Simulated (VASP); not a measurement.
Mg2CdN2:

```
Mg Cd N
1.0
     3.55288    0.00000    0.00000
    -1.77644    3.07689    0.00000
     0.00000    0.00000    5.98383
Mg Cd N
2 1 2
Direct
  0.66667 0.33333 0.15344
  0.33333 0.66667 0.84656
  0.00000 0.00000 0.50000
  0.66667 0.33333 0.77223
  0.33333 0.66667 0.22777
```

Program: VASP 6.6.1. Alike in all runs: task single point; no spin polarisation; cell as given; k mesh 6 × 6 × 4; cutoff (eV) 520; smearing gaussian 0.01 eV.

Question: Order these runs on this cell by their pressure, lowest first.
A. level LDA; potentials or basis VASP PAW LDA potentials, release 64 (Mg, Cd, N)
B. level PBE; potentials or basis VASP PAW PBE potentials, release 64 (Mg, Cd, N)
C. level RPBE; potentials or basis VASP PAW PBE potentials, release 64 (Mg, Cd, N)

Answer: A (-8.6 GPa), B (-0.3 GPa), C (2.9 GPa).

Caveats: the PAW data sets were made with another functional, which shifts forces and pressure a little (some runs).
